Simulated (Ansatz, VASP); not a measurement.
**One calculation of PtS2, two programs**

```
Pt S
1.0
     4.44887    0.00000    0.00000
     0.00000    8.09107    0.00000
     0.00000    0.00000    4.19774
Pt S
2 4
Direct
  0.50000 0.00000 0.50000
  0.00000 0.50000 0.50000
  0.35205 0.26915 0.50000
  0.64795 0.73085 0.50000
  0.85205 0.23085 0.50000
  0.14795 0.76915 0.50000
```

Alike in both runs: task relaxation of cell and atoms; functional PBE; k mesh 4 × 2 × 4; occupations gaussian, width 0.1 eV; no spin polarisation.

|  | VASP | Ansatz |
| --- | --- | --- |
| version | VASP 6.6.1 | Ansatz 0.2.0 |
| potentials or method | VASP PAW PBE potentials, release 64 (Pt, S), cutoff 600 eV | scalar-relativistic, plane waves, PAW |
| valence electrons in the cell | 44 | 60 |

|  | VASP | Ansatz | Ansatz less VASP |
| --- | --- | --- | --- |
| gap on the k mesh at the Fermi level, each at its own relaxed structure (eV) | none | none | - |
| relaxed volume (Å³/atom) | 17.28 | 18.89 | +1.610 |
| relaxed length of the cell vector where the two differ most in proportion (Å) | 6.687 | 8.325 | +1.6386 |

A gap of «none» marks a metal or a gap that the smearing closes. One of these differences is far larger than is usual between the two programs; its cause wasn't traced. VASP's potentials hold 44 valence electrons a cell and Ansatz's 60, so a difference there can come from the potentials and not from the codes.

The k mesh is coarse, so the values compare programs but aren't converged. Neither program's run includes spin-orbit coupling. Noted on VASP's run: the volume moved by over 15 % at a fixed basis, so the end points are rough.
